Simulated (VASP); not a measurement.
Write the native input for VASP 6.6.1 that does the following.

```yaml
Task: single point
Functional: r2SCAN
Potentials_or_basis: VASP PAW PBE potentials, release 64 (Ga_d, N)
Cutoff: 520 eV
k_mesh: 2 × 2 × 2, shifted
Occupations: fermi-dirac, width 0.01 eV
Spin: no spin polarisation
Dipole_correction: no
Further_INCAR_settings: ALGO = Normal; EDIFF = 1e-06; NBANDS = 26
```

GaN (GaN (P6_3mc)):

```xyz
4
Lattice="3.2186 0.0000 0.0000 -1.6093 2.7874 0.0000 0.0000 0.0000 5.2435" Properties=species:S:1:pos:R:3 pbc="T T T"
Ga    1.6191    0.9232    2.6147
Ga   -0.0100    1.8638    5.2365
N     1.6021    0.9335    4.5951
N     0.0074    1.8542    1.9734
```

One way to write it, as run:

POSCAR

```
GaN
1.0
    3.2186213444      0.0000000003      0.0000000000
   -1.6093106744      2.7874078503      0.0000000000
    0.0000000000      0.0000000000      5.2435339950
Ga N
2 2
Direct
    0.6686631883      0.3312146125      0.4986561764
    0.3312146125      0.6686631883      0.9986561764
    0.6652205912      0.3349016080      0.8763438236
    0.3349016080      0.6652205912      0.3763438236
```

INCAR.step1

```
SYSTEM = GaN
PREC = Accurate
ENCUT = 520
ISMEAR = -1
SIGMA = 0.01
LREAL = .False.
LASPH = .True.
NELM = 100
NBANDS = 26
GGA = PE
ALGO = Normal
EDIFF = 1E-4
LWAVE = .True.
LCHARG = .False.
```

INCAR.step2

```
SYSTEM = GaN
PREC = Accurate
ENCUT = 520
EDIFF = 1E-6
ISMEAR = -1
SIGMA = 0.01
LREAL = .False.
LASPH = .True.
NELM = 100
ALGO = Normal
ISIF = 2
LWAVE = .False.
LCHARG = .True.
METAGGA = R2SCAN
LMIXTAU = .True.
LELF = .True.
LVHAR = .True.
NBANDS = 26
ISTART = 1
```

KPOINTS

```
Automatic mesh
0
Gamma
  2 2 2
  0.25 0.25 0.25
```

Potentials or basis: VASP PAW PBE potentials, release 64 (Ga_d, N).

Run with:

```console
$ cat potpaw_PBE.64/Ga_d/POTCAR potpaw_PBE.64/N/POTCAR > POTCAR
$ cp INCAR.step1 INCAR
$ mpirun -np 1 vasp_std > vasp.out
$ cp INCAR.step2 INCAR
$ mpirun -np 1 vasp_std > vasp.out
```

It gave:

```yaml
Pressure: -6.0 GPa
Largest_force: 0.069 eV/Å
Band_gap_on_the_k_mesh: 4.97 eV, indirect (the least direct gap lies 0.6 meV higher)
```

Caveat: the k points lie up to 1.13 Å⁻¹ apart; the PAW data sets were made with another functional, which shifts forces and pressure a little.

It took 41 s on 1 thread of Intel(R) Xeon(R) 6975P-C (Granite Rapids) (shared host), peak memory 0.16 GiB.
